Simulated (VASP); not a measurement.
A run of VASP 6.6.1:

Contents of INCAR:

```
SYSTEM = C
ALGO     = Normal         ! electronic algorithm
EDIFF    = 1E-6           ! SCF threshold, eV
ENCUT    = 520            ! plane-wave cutoff, eV
GGA      = PE             ! functional
ISIF     = 2              ! what is computed and relaxed
ISMEAR   = 0              ! smearing method
IVDW     = 12             ! dispersion correction
LASPH    = .TRUE.         ! aspherical terms in the spheres
LCHARG   = .FALSE.        ! write CHGCAR
LREAL    = .FALSE.        ! projectors in reciprocal space
LWAVE    = .FALSE.        ! write WAVECAR
NBANDS   = 16             ! bands
NELM     = 80             ! most SCF steps
PREC     = Accurate       ! precision mode
SIGMA    = 0.15           ! smearing width, eV
```

The input KPOINTS:

```
k-points
0
G
  18 12 10
  0 0 0
```

POSCAR

```
C
1.0
   -2.4646600698      0.0000000000      0.0000000000
    0.0000000000      0.0000000000     -3.5719696368
    0.0000000000     -4.2689164642      0.0000000000
C
4
Direct
    0.5000000000      0.0000000000      0.1694776845
    0.0000000000      0.0000000000      0.6638556489
    0.0000000000      0.0000000000      0.3305223155
    0.5000000000      0.0000000000      0.8361443511
```

Potentials or basis: VASP PAW PBE potentials, release 64 (C).

Command:

```console
$ cat potpaw_PBE.64/C/POTCAR > POTCAR
$ mpirun -np 1 vasp_std > vasp.out
```

Hardware: 1 thread of AMD EPYC 9R45 96-Core Processor (Zen 5), on a shared host.

**Question.** Estimate the wall time of this run.

**Answer.** It took 70 s on 1 thread of AMD EPYC 9R45 96-Core Processor (Zen 5), on a shared host, peak memory 0.26 GiB. Counts: scf iterations 12, k points 420.
